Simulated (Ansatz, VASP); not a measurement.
**Two plane-wave programs on MoH2**

The input INCAR:

```
ALGO = Normal
EDIFF = 1E-6
EDIFFG = -0.05
ENCUT = 600
GGA = PS
IBRION = 2
ISIF = 3
ISMEAR = 0
LASPH = True
LCHARG = False
LREAL = False
LWAVE = False
NELM = 60
NSW = 80
PREC = Accurate
SIGMA = 0.1
```

Contents of KPOINTS:

```
k-points
0
Gamma
  8 8 8
```

The input POSCAR:

```
MoH2
1.0
    0.0000000000      2.0878299491      2.0878299491
    2.0878299491      0.0000000000      2.0878299491
    2.0878299491      2.0878299491      0.0000000000
Mo H
1 2
Direct
    0.0000000000      0.0000000000      0.0000000000
    0.2500000000      0.2500000000      0.2500000000
    0.7500000000      0.7500000000      0.7500000000
```

Input for Ansatz:

```yaml
crystal:
  lattice:
    - [0.0, 2.0878299491, 2.0878299491]
    - [2.0878299491, 0.0, 2.0878299491]
    - [2.0878299491, 2.0878299491, 0.0]
  atoms:
    - { symbol: Mo, position: [0.0, 0.0, 0.0] }
    - { symbol: H, position: [0.25, 0.25, 0.25] }
    - { symbol: H, position: [0.75, 0.75, 0.75] }
basis:
  ecutwfc: 420
kpoints:
  mp_grid: { grid: [8, 8, 8] }
hamiltonian:
  xc: pbesol
scf:
  occupations: { method: gaussian, width: 0.1 }
output:
  forces: true
  stress: true
  eigenvalues: true
relax:
  adjacent_minimum: "off"
  f_tol: 0.05
  max_steps: 60
  cell: { stress_tol: 0.5 }
```

Alike in both runs: task relaxation of cell and atoms; functional PBEsol; k mesh 8 × 8 × 8; occupations gaussian, width 0.1 eV; no spin polarisation.

|  | VASP | Ansatz |
| --- | --- | --- |
| version | VASP 6.6.1 | Ansatz 0.2.0 |
| potentials or method | VASP PAW PBE potentials, release 64 (Mo_sv, H), cutoff 600 eV | scalar-relativistic, plane waves, PAW |
| valence electrons in the cell | 16 | 16 |

|  | VASP | Ansatz | Ansatz less VASP |
| --- | --- | --- | --- |
| gap on the k mesh at the Fermi level, each at its own relaxed structure (eV) | none | none | - |
| relaxed volume (Å³/atom) | 6.94 | 6.95 | +0.002 |
| relaxed cell length with the largest relative difference (Å) | 3.089 | 3.089 | +0.0003 |

VASP's potentials were made for PBE, not for PBEsol. A gap of «none» marks a metal or a gap that the smearing closes.
